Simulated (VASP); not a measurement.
# Au (Fm-3m) in VASP: further runs

Au is run at these levels: PBE, LDA; tasks: single point.

All numbers are computed with VASP 6.6.1; they aren't measurements. Logs are shortened: lines on timing, memory, paths and dates and some standing lists are left out, and cuts for length are marked.

### 1 The cell of the first run

It takes space group Fm-3m (No. 225, cubic). Conventional cell: a = 3.656 Å, b = 3.656 Å, c = 3.656 Å, α = 90.00°, β = 90.00°, γ = 90.00°. Within 3.4 Å of Au (site symmetry m-3m) lie 12 Au at 2.59 Å.

### 2 Single point, PBE (volume scaled by 0.68)

The input, INCAR:

```
PREC     = Accurate       # precision mode
ENCUT    = 520            # plane-wave cutoff, eV
EDIFF    = 1E-7           # SCF threshold, eV
ISMEAR   = -1             # smearing method
SIGMA    = 0.1            # smearing width, eV
LREAL    = False          # projectors in reciprocal space
LASPH    = True           # aspherical terms in the spheres
NELM     = 60             # most SCF steps
ALGO     = Normal         # electronic algorithm
ISIF     = 2              # what is computed and relaxed
LWAVE    = False          # write WAVECAR
LCHARG   = False          # write CHGCAR
GGA      = PE             # functional
NBANDS   = 12             # bands
```

The input, KPOINTS:

```
Automatic mesh
0
Gamma
  17 17 17
```

The input, POSCAR:

```
Au
1.0
    0.0000000000      1.8279694812      1.8279694812
    1.8279694812      0.0000000000      1.8279694812
    1.8279694812      1.8279694812      0.0000000000
Au
1
Direct
    0.0000000000      0.0000000000      0.0000000000
```

Potentials or basis: VASP PAW PBE potentials, release 64 (Au).

The run is started by

```bash
$ cat potpaw_PBE.64/Au/POTCAR > POTCAR
$ mpirun -np 1 vasp_std > vasp.out
```

OUTCAR:

```text
PREC = Accurate
   ENCUT = 520
   EDIFF = 1E-7
   ISMEAR = -1
   LREAL = False
   LASPH = True
   NELM = 60
   ISIF = 2
   GGA = PE

 ion  position               nearest neighbor table
   1  0.000  0.000  0.000-

  LATTYP: Found a face centered cubic cell.
 ALAT       =     3.6559389624

  Lattice vectors:

 A1 = (   0.0000000000,   1.8279694812,   1.8279694812)
 A2 = (   1.8279694812,   0.0000000000,   1.8279694812)
 A3 = (   1.8279694812,   1.8279694812,   0.0000000000)

Analysis of symmetry for initial positions (statically):
=====================================================================
 Subroutine PRICEL returns:
 Original cell was already a primitive cell.

 Routine SETGRP: Setting up the symmetry group for a
 face centered cubic supercell.

 Subroutine GETGRP returns: Found 48 space group operations
 (whereof 48 operations were pure point group operations)
 out of a pool of 48 trial point group operations.

The static configuration has the point symmetry O_h .

Analysis of symmetry for dynamics (positions and initial velocities):
=====================================================================
 Subroutine PRICEL returns:
 Original cell was already a primitive cell.

 Routine SETGRP: Setting up the symmetry group for a
 face centered cubic supercell.

 Subroutine GETGRP returns: Found 48 space group operations
 (whereof 48 operations were pure point group operations)
 out of a pool of 48 trial point group operations.

The dynamic configuration has the point symmetry O_h .

 Subroutine INISYM returns: Found 48 space group operations
 (whereof 48 operations are pure point group operations),
 and found     1 'primitive' translations

----------------------------------------------------------------------------------------

                                     Primitive cell

  volume of cell :      12.2162

  direct lattice vectors                    reciprocal lattice vectors
     0.000000000  1.827969481  1.827969481    -0.273527543  0.273527543  0.273527543
     1.827969481  0.000000000  1.827969481     0.273527543 -0.273527543  0.273527543
     1.827969481  1.827969481  0.000000000     0.273527543  0.273527543 -0.273527543

  length of vectors
     2.585139232  2.585139232  2.585139232     0.473763601  0.473763601  0.473763601

[... 76 lines left out ...]
   ENCUT  =  520.0 eV  38.22 Ry    6.18 a.u.   4.81  4.81  4.81*2*pi/ulx,y,z
   NELM   =     60;   NELMIN=  2; NELMDL= -5     # of ELM steps
   EDIFF  = 0.1E-06   stopping-criterion for ELM
   LREAL  =      F    real-space projection
   EDIFFG = 0.1E-05   stopping-criterion for IOM
   NSW    =      0    number of steps for IOM
   IBRION =     -1    ionic relax: 0-MD 1-quasi-New 2-CG
   NFREE  =      0    steps in history (QN), initial steepest desc. (CG)
   ISIF   =      2    stress and relaxation
   ISYM   =      2    0-nonsym 1-usesym 2-fastsym
   POTIM  = 0.5000    time-step for ionic-motion
   TEBEG  =    0.0;   TEEND  =   0.0 temperature during run
   PSTRESS=    0.0 pullay stress
   NELECT =      11.0000    total number of electrons
   NUPDOWN=      -1.0000    fix difference up-down
   EMIN   =  10.00;   EMAX   =-10.00  energy-range for DOS
   EFERMI =   0.00;   METHOD = LEGACY
   ISMEAR =    -1;   SIGMA  =   0.10  broadening in eV -4-tet -1-fermi 0-gaus
   EFERMI_NEDOS =   21; number of points for ismear=-14 and -15
   IALGO  =     38    algorithm
   IMIX   =      4    mixing-type and parameters
     AMIX     =   0.40;   BMIX     =  1.00
     AMIX_MAG =   1.60;   BMIX_MAG =  1.00
  volume/ion in A,a.u.               =      12.22        82.44
  Fermi-wavevector in a.u.,A,eV,Ry     =   1.580860  2.987393 34.002576  2.499119
  Thomas-Fermi vector in A             =   2.681024
   LORBIT       =      0    0 simple, 1 ext, 2 COOP (PROOUT), +10 PAW based schemes
   GGA     = PE    functional components
   LHFCALC =     F    Hartree Fock is set to
   AEXX    =    0.0000 exact exchange contribution
   IVDW    =     0    specifies the selected vdW correction
   LEPSILON=     F    determine dielectric tensor
   LRPA    =     F    only Hartree local field effects (RPA)
 non-spin polarized calculation
  energy-cutoff  :      520.00
  volume of cell :       12.22
 maximum number of plane-waves:       336
   NGX =  9   NGY =  9   NGZ =  9

 number of electron      10.9999999 magnetization

 Free energy of the ion-electron system (eV)
  ---------------------------------------------------
  ext. energy  EPLUGINS =         0.00000000
  ---------------------------------------------------
  free energy    TOTEN  =        -1.31504045 eV

  energy without entropy =       -1.31037683  energy(sigma->0) =       -1.31270864

 E-fermi :  16.3747     XC(G=0): -14.7934

 val. band max:       16.3634394219   @ k =   0.4706   0.1765   0.0000
 cond. band min:      16.6400999589   @ k =   0.4706   0.3529   0.0000
 fundamental gap:      0.2766605370
 Fermi energy:        16.3747114087

 k-point     1 :       0.0000    0.0000    0.0000
  band No.  band energies     occupation
      1       2.2181      2.00000
      2       9.1850      2.00000
      3       9.1850      2.00000
      4       9.1850      2.00000
      5      11.8745      2.00000
      6      11.8745      2.00000
      7      29.5379      0.00000
      8      35.5350      0.00000
      9      35.5350      0.00000
     10      35.5350      0.00000
     11      41.6872      0.00000
     12      51.5428      0.00000
[... 331 lines left out ...]
 k-point    24 :      -0.1176    0.0588    0.0000
  band No.  band energies     occupation
      1       3.2264      2.00000
      2       8.7333      2.00000
      3       9.5554      2.00000
      4       9.6007      2.00000
      5      11.4507      2.00000
      6      11.9688      2.00000
      7      31.1144      0.00000
      8      32.5223      0.00000
      9      36.2270      0.00000
     10      37.6797      0.00000
     11      43.4084      0.00000
     12      46.5834      0.00000

 [... further k-points ...]
[... 5 lines left out ...]
  --------------------------------------------------------------------------------------
  -------------------------------------------------------------------------------------
  Total       12.3669593     12.3669593     12.3669593     -0.0000000      0.0000000     -0.0000000
  in kB     1621.9471368   1621.9471368   1621.9471368     -0.0000000      0.0000000     -0.0000000
  external PRESSURE =    1621.9471368 kB  Pullay stress =       0.0000000 kB

 VOLUME and BASIS-vectors are now :
 -----------------------------------------------------------------------------
  energy-cutoff  :      520.00
  volume of cell :       12.22
      direct lattice vectors                 reciprocal lattice vectors
     0.000000000  1.827969481  1.827969481    -0.273527543  0.273527543  0.273527543
     1.827969481  0.000000000  1.827969481     0.273527543 -0.273527543  0.273527543
     1.827969481  1.827969481  0.000000000     0.273527543  0.273527543 -0.273527543

 POSITION                                       TOTAL-FORCE (eV/Angst)
 -----------------------------------------------------------------------------------
      0.00000      0.00000      0.00000         0.000000      0.000000      0.000000
 -----------------------------------------------------------------------------------
    total drift:                                0.000000     -0.000000     -0.000000

  FREE ENERGIE OF THE ION-ELECTRON SYSTEM (eV)
  ---------------------------------------------------
  free  energy   TOTEN  =        -1.3150404469 eV

  energy  without entropy=       -1.3103768316  energy(sigma->0) =       -1.31270864
```

OSZICAR:

```text
N       E                     dE             d eps       ncg     rms          rms(c)
DAV:   1     0.543120655485E+02    0.54312E+02   -0.58718E+03  4080   0.855E+02
DAV:   2    -0.838157680334E+00   -0.55150E+02   -0.52738E+02  4780   0.207E+02
DAV:   3    -0.155225660812E+01   -0.71410E+00   -0.71370E+00  4792   0.221E+01
DAV:   4    -0.155423381164E+01   -0.19772E-02   -0.19771E-02  4812   0.133E+00
DAV:   5    -0.155424385245E+01   -0.10041E-04   -0.10043E-04  4972   0.868E-02    0.269E+01
DAV:   6    -0.137221821019E+01    0.18203E+00   -0.21964E-01  4492   0.428E+00    0.158E+01
DAV:   7    -0.131884198025E+01    0.53376E-01   -0.12793E-01  4600   0.321E+00    0.185E+00
DAV:   8    -0.131503192271E+01    0.38101E-02   -0.12649E-02  4412   0.107E+00    0.218E-01
DAV:   9    -0.131503607178E+01   -0.41491E-05   -0.40663E-05  4828   0.626E-02    0.158E-02
DAV:  10    -0.131504022045E+01   -0.41487E-05   -0.22984E-06  4920   0.109E-02    0.579E-03
DAV:  11    -0.131504044316E+01   -0.22271E-06   -0.11651E-07  4504   0.317E-03    0.110E-03
DAV:  12    -0.131504044688E+01   -0.37275E-08   -0.40438E-09  2672   0.657E-04
   1 F= -.13150404E+01 E0= -.13127086E+01  d E =-.466362E-02
```

stdout:

```text
POSCAR found type information on POSCAR Au
 POSCAR found :  1 types and       1 ions
 scaLAPACK will be used
 LDA part: xc-table for (Slater+PW92), standard interpolation
 POSCAR, INCAR and KPOINTS ok, starting setup
 FFT: planning ... GRIDC
 FFT: planning ... GRID_SOFT
 FFT: planning ... GRID
 WAVECAR not read
 entering main loop
```

Run time: 15 s. Hardware: 1 thread of Intel Xeon Platinum 8488C (Sapphire Rapids), shared host; peak memory 0.14 GiB.

What came out:

```yaml
Free_energy: -1.3150 eV
Pressure: 162.2 GPa
```

Caveat: the cell differs from its parent crystal (volume scaled by 0.68); spin-orbit coupling is left out, which moves the levels of the heavy elements.

### 3 Single point, PBE (volume scaled by 0.76)

The input, INCAR:

```
ALGO = Normal ; EDIFF = 1E-7
ENCUT = 520 ; GGA = PE
ISIF = 2 ; ISMEAR = -1
LASPH = T ; LCHARG = T
LELF = T ; LREAL = F
LVHAR = T ; LWAVE = F
NBANDS = 12 ; NELM = 80
PREC = Accurate ; SIGMA = 0.1
```

The input, KPOINTS:

```
k-points
0
Gamma
  17 17 17
```

The input, POSCAR:

```
Au
1.0
    0.0000000000      1.8970138453      1.8970138453
    1.8970138453      0.0000000000      1.8970138453
    1.8970138453      1.8970138453      0.0000000000
Au
1
Direct
    0.0000000000      0.0000000000      0.0000000000
```

Potentials or basis: VASP PAW PBE potentials, release 64 (Au).

The run is started by

```bash
$ cat potpaw_PBE.64/Au/POTCAR > POTCAR
$ mpirun -np 1 vasp_std > vasp.out
```

Run time: 15 s. Hardware: 1 thread of Intel Xeon Platinum 8488C (Sapphire Rapids), shared host; peak memory 0.14 GiB.

The run converged. Its results:

```yaml
Free_energy: -2.3887 eV
Pressure: 84.3 GPa
```

Levels at points of the mesh, in eV from the Fermi level:
```tsv
k point	band 2	band 3	band 4	band 5	band 6	band 7	band 8	band 9	band 10	band 11
(0.00, 0.00, 0.00)	-6.24	-6.24	-6.24	-4.02	-4.02	13.78	19.08	19.08	19.08	24.78
```

Caveat: the cell differs from its parent crystal (volume scaled by 0.76); spin-orbit coupling is left out, which moves the levels of the heavy elements.

### 4 Single point, PBE

The input, INCAR:

```
  PREC = Accurate
  ENCUT = 520
  EDIFF = 1E-6
  ISMEAR = -1
  SIGMA = 0.1
  LREAL = False
  LASPH = True
  NELM = 60
  ALGO = Normal
  ISIF = 2
  LWAVE = False
  LCHARG = False
  GGA = PE
  NBANDS = 12
```

The input, KPOINTS:

```
regular mesh
0
Gamma
  17 17 17
```

The input, POSCAR:

```
Au
1.0
    0.0000000000      1.9613679084      1.9613679084
    1.9613679084      0.0000000000      1.9613679084
    1.9613679084      1.9613679084      0.0000000000
Au
1
Direct
    0.0000000000      0.0000000000      0.0000000000
```

The run is started by

```bash
$ cat potpaw_PBE.64/Au/POTCAR > POTCAR
$ mpirun -np 1 vasp_std > vasp.out
```

Wall time 15 s (1 thread of Intel Xeon Platinum 8488C (Sapphire Rapids), shared host); peak memory 0.16 GiB.

It converged, with:

```
Free energy : -2.9297 eV
Pressure    : 40.1 GPa
```

Levels at points of the mesh, in eV from the Fermi level:
```
           k point  band 3  band 4  band 5  band 6  band 7  band 8  band 9  band 10
(0.00, 0.00, 0.00)   -5.53   -5.53   -3.66   -3.66   14.15   18.86   18.86    18.86
```

Caveat: spin-orbit coupling is left out, which moves the levels of the heavy elements.

### 5 Single point, LDA

This run uses another cell than the first one, of 15.09 Å³/atom, 1.235 times its volume.

The input, INCAR:

```
PREC     = Accurate       # precision mode
ENCUT    = 520            # plane-wave cutoff, eV
EDIFF    = 1E-7           # SCF threshold, eV
ISMEAR   = 1              # smearing method
SIGMA    = 0.005          # smearing width, eV
LREAL    = False          # projectors in reciprocal space
LASPH    = True           # aspherical terms in the spheres
NELM     = 60             # most SCF steps
ALGO     = Normal         # electronic algorithm
ISIF     = 2              # what is computed and relaxed
LWAVE    = False          # write WAVECAR
LCHARG   = True           # write CHGCAR
GGA      = CA             # functional
LELF     = True           # ELF
LVHAR    = True         
NBANDS   = 12             # bands
```

KPOINTS is that of step 4.

POSCAR is that of step 4.

Potentials or basis: VASP PAW LDA potentials, release 64 (Au).

The run is started by

```bash
$ cat potpaw_LDA.64/Au/POTCAR > POTCAR
$ mpirun -np 1 vasp_std > vasp.out
```

Run time: 14 s. Hardware: 1 thread of Intel Xeon Platinum 8488C (Sapphire Rapids), shared host; peak memory 0.15 GiB.

The run converged. Its results:

```yaml
Free_energy: -4.3409 eV
Pressure: 24.3 GPa
```

Levels at points of the mesh, in eV from the Fermi level:
```tsv
k point	band 2	band 3	band 4	band 5	band 6	band 7	band 8	band 9	band 10	band 11
(0.00, 0.00, 0.00)	-5.51	-5.51	-5.51	-3.61	-3.61	14.15	18.82	18.82	18.82	24.27
```

Caveat: spin-orbit coupling is left out, which moves the levels of the heavy elements.

### 6 Overview

```csv
level,potentials or basis,cell,smearing,gap on the mesh (eV),pressure (GPa)
PBE,"VASP PAW PBE potentials, release 64 (Au)","a = 2.585 Å, angles 60.0°, 1 atom",fermi-dirac 0.1 eV,none,162.2
PBE,"VASP PAW PBE potentials, release 64 (Au)","a = 2.683 Å, angles 60.0°, 1 atom",fermi-dirac 0.1 eV,none,84.3
PBE,"VASP PAW PBE potentials, release 64 (Au)","a = 2.774 Å, angles 60.0°, 1 atom",fermi-dirac 0.1 eV,none,40.1
LDA,"VASP PAW LDA potentials, release 64 (Au)","a = 2.774 Å, angles 60.0°, 1 atom",methfessel-paxton 0.005 eV,none,24.3
```

Alike in all rows: task single point; no spin polarisation; k mesh 17 × 17 × 17; cutoff (eV) 520.

Caveats: spin-orbit coupling is left out, which moves the levels of the heavy elements.

Absolute energies hang on the potentials; compare differences alone.
